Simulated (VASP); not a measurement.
Write the native input for VASP 6.6.1 that does the following.

- Task: relaxation of shape and atoms at fixed volume
- Functional: PBEsol
- Potentials or basis: VASP PAW PBE potentials, release 64 (Si, Ge_d)
- Cutoff: 600 eV
- k mesh: 12 × 12 × 6
- Occupations: gaussian, width 0.02 eV
- Spin: no spin polarisation
- Dipole correction: no
- Further INCAR settings: ALGO = Normal; EDIFF = 1e-06; IBRION = 2; EDIFFG = -0.01; NSW = 50; ISIF = 4

The structure of SiGe lies in POSCAR:

```
SiGe
1.0
    3.9780938099      0.0000000000      0.0000000000
   -1.9890469050      3.4451302980      0.0000000000
    0.0000000000      0.0000000000      6.5664792024
Si Ge
2 2
Direct
    0.6666666667      0.3333333333      0.8746776673
    0.3333333333      0.6666666667      0.3746776673
    0.6666666667      0.3333333333      0.5003213327
    0.3333333333      0.6666666667      0.0003213327
```

The input as run:

INCAR

```
PREC     = Accurate       # precision mode
ENCUT    = 600            # plane-wave cutoff, eV
EDIFF    = 1E-6           # SCF threshold, eV
ISMEAR   = 0              # smearing method
SIGMA    = 0.02           # smearing width, eV
LREAL    = F              # projectors in reciprocal space
LASPH    = T              # aspherical terms in the spheres
NELM     = 100            # most SCF steps
ALGO     = Normal         # electronic algorithm
ISIF     = 4              # what is computed and relaxed
LWAVE    = F              # write WAVECAR
LCHARG   = F              # write CHGCAR
GGA      = PS             # functional
IBRION   = 2              # ionic algorithm
NSW      = 50             # ionic steps
EDIFFG   = -0.01          # ionic threshold
```

KPOINTS

```
Automatic mesh
0
Gamma
  12 12 6
```

Potentials or basis: VASP PAW PBE potentials, release 64 (Si, Ge_d).

The run is started by

```sh
$ cat potpaw_PBE.64/Si/POTCAR potpaw_PBE.64/Ge_d/POTCAR > POTCAR
$ mpirun -np 1 vasp_std > vasp.out
```

Results of the run:

| Quantity | Value |
| --- | --- |
| Pressure after relaxing | -4.1 GPa |
| Largest force after relaxing | 0.008 eV/Å |
| Band gap on the k mesh | 0.25 eV |

Caveat: the relaxation stopped at its first step, so nothing moved; the PAW data sets were made with another functional, which shifts forces and pressure a little.

It took 67 s on 1 thread of Intel(R) Xeon(R) 6975P-C (Granite Rapids), with other jobs on the host, peak memory 0.31 GiB.
